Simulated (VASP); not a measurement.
EuO: single point with PBE+U

EuO:

```xyz
2
Lattice="0.0000 2.5720 2.5720 2.5720 0.0000 2.5720 2.5720 2.5720 0.0000" Properties=species:S:1:pos:R:3 pbc="T T T"
Eu    0.0000    0.0000    0.0000
O     2.5720    2.5720    2.5720
```

| Quantity | Value |
| --- | --- |
| Program | VASP 6.6.1 |
| Task | single point |
| Functional | PBE |
| Potentials or basis | VASP PAW PBE potentials, release 64 (Eu, O) |
| Cutoff | 600 eV |
| k mesh | 5 × 5 × 5 |
| Occupations | gaussian, width 0.05 eV |
| Spin | collinear spin, ferromagnetic start |
| Starting moments | [7.0, 0.0] μB |
| Hubbard terms | Eu f U = 6.0 eV |
| Dipole correction | no |
| Further INCAR settings | ALGO = Normal; EDIFF = 1e-06; NBANDS = 22 |

```yaml
Pressure: 1.4 GPa
Band_gap_on_the_k_mesh: 0.25 eV (least direct gap 0.42 eV)
Net_moment: 7.00 μB per cell
Site_moments: Eu +6.73; O -0.09 μB
Valence_electrons_inside_the_program's_atomic_spheres: Eu 14.96; O 4.96
```

Levels at points of the mesh, in eV from the valence-band top:
Spin up:
| k point | band 12 | band 13 | band 14 | band 15 | band 16 | band 17 | band 18 | band 19 |
| --- | --- | --- | --- | --- | --- | --- | --- | --- |
| (0.00, 0.00, 0.00) | -0.49 | 0.00 | 0.00 | 0.00 | 0.89 | 2.93 | 2.93 | 2.93 |
Spin down:
| k point | band 6 | band 7 | band 8 | band 9 | band 10 | band 11 |
| --- | --- | --- | --- | --- | --- | --- |
| (0.00, 0.00, 0.00) | -2.62 | -2.62 | -2.62 | 1.68 | 3.89 | 3.89 |

Eigenvalues of the final occupation matrices:
```
    site  spin  trace                         eigenvalues
site 1 f     1   6.81  0.96 0.97 0.97 0.97 0.98 0.98 0.98
site 1 f     2   0.02  0.00 0.00 0.00 0.00 0.00 0.00 0.00
```

It took 21 s on 1 thread of Intel(R) Xeon(R) 6975P-C (Granite Rapids) (shared host), peak memory 0.2 GiB.

Caveat: the k points lie up to 0.42 Å⁻¹ apart; spin-orbit coupling is left out, which moves the levels of the heavy elements; an odd mesh through Γ misses points on the zone boundary, where band edges can lie; a cell with one magnetic atom can't hold antiferromagnetic order, which such compounds often take. The state reached can hang on the start; a lower one may exist.
